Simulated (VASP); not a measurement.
Wanted: the native input for a VASP 6.6.1 run.

* Task: single point
* Functional: RPBE
* Potentials or basis: VASP PAW PBE potentials, release 64 (Mn_pv)
* Cutoff: 520 eV
* k mesh: 16 × 16 × 5
* Occupations: fermi-dirac, width 0.05 eV
* Spin: collinear spin, ferrimagnetic start
* Starting moments: [0.929, 0.929, -0.848, -0.848] μB
* Dipole correction: no
* Further INCAR settings: ALGO = Normal; EDIFF = 1e-06; NBANDS = 38

The structure of Mn lies in POSCAR:

```
Mn
1.0
    2.5733923753      0.0000000000      0.0000000000
   -1.2866961876      2.2286231709      0.0000000000
    0.0000000000      0.0000000000      8.3601646554
Mn
4
Direct
    1.0000000000      1.0000000000      0.0000000000
    1.0000000000      1.0000000000      0.5000000000
    0.3333333333      0.6666666667      0.2500000000
    0.6666666667      0.3333333333      0.7500000000
```

This cell differs from its parent crystal: volume scaled by 1.08.

These files were run (other wordings do the same):

INCAR

```
  PREC = Accurate
  ENCUT = 520
  EDIFF = 1E-6
  ISMEAR = -1
  SIGMA = 0.05
  LREAL = False
  LASPH = True
  NELM = 150
  ALGO = Normal
  ISIF = 2
  LWAVE = False
  LCHARG = True
  ISPIN = 2
  MAGMOM = 0.929 0.929 -0.848 -0.848
  LORBIT = 11
  LMAXMIX = 4
  GGA = RP
  LELF = True
  LVHAR = True
  NBANDS = 38
```

KPOINTS

```
Automatic mesh
0
Gamma
  16 16 5
```

Potentials or basis: VASP PAW PBE potentials, release 64 (Mn_pv).

Run with:

```console
$ cat potpaw_PBE.64/Mn_pv/POTCAR > POTCAR
$ mpirun -np 1 vasp_std > vasp.out
```

Results of the run:

* Pressure: -9.4 GPa
* Net moment: 0.21 μB per cell
* Site moments: Mn +1.55, -1.45 μB
* Valence electrons inside the program's atomic spheres: Mn 11.79, 11.78

Caveat: the PAW data sets were made with another functional, which shifts forces and pressure a little.

Wall time 4.4 min on 1 thread of Intel(R) Xeon(R) Platinum 8488C (Sapphire Rapids) (shared host), peak memory 0.32 GiB.
